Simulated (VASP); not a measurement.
Here is a VASP 6.6.1 calculation.

File INCAR:

```
SYSTEM = Rh
ALGO = Normal ; EDIFF = 1E-6
ENCUT = 500 ; GGA = PS
GGA_COMPAT = .FALSE. ; ISIF = 2
ISMEAR = 0 ; LASPH = .TRUE.
LCHARG = .FALSE. ; LREAL = .FALSE.
LWAVE = .FALSE. ; NBANDS = 14
NELM = 120 ; PREC = Accurate
SIGMA = 0.1
```

File KPOINTS:

```
k-points
0
G
  18 18 18
  0 0 0
```

The input POSCAR:

```
Rh
1.0
    0.0000000000      1.8900012867      1.8900012867
    1.8900012867      0.0000000000      1.8900012867
    1.8900012867      1.8900012867      0.0000000000
Rh
1
Direct
    0.0000000000      0.0000000000      0.0000000000
```

Potentials or basis: VASP PAW PBE potentials, release 64 (Rh_pv).

Launch:

```sh
$ cat potpaw_PBE.64/Rh_pv/POTCAR > POTCAR
$ mpirun -np 1 vasp_std > vasp.out
```

Predict the pressure.

0.0 GPa.

Caveat: the PAW data sets were made with another functional, which shifts forces and pressure a little.
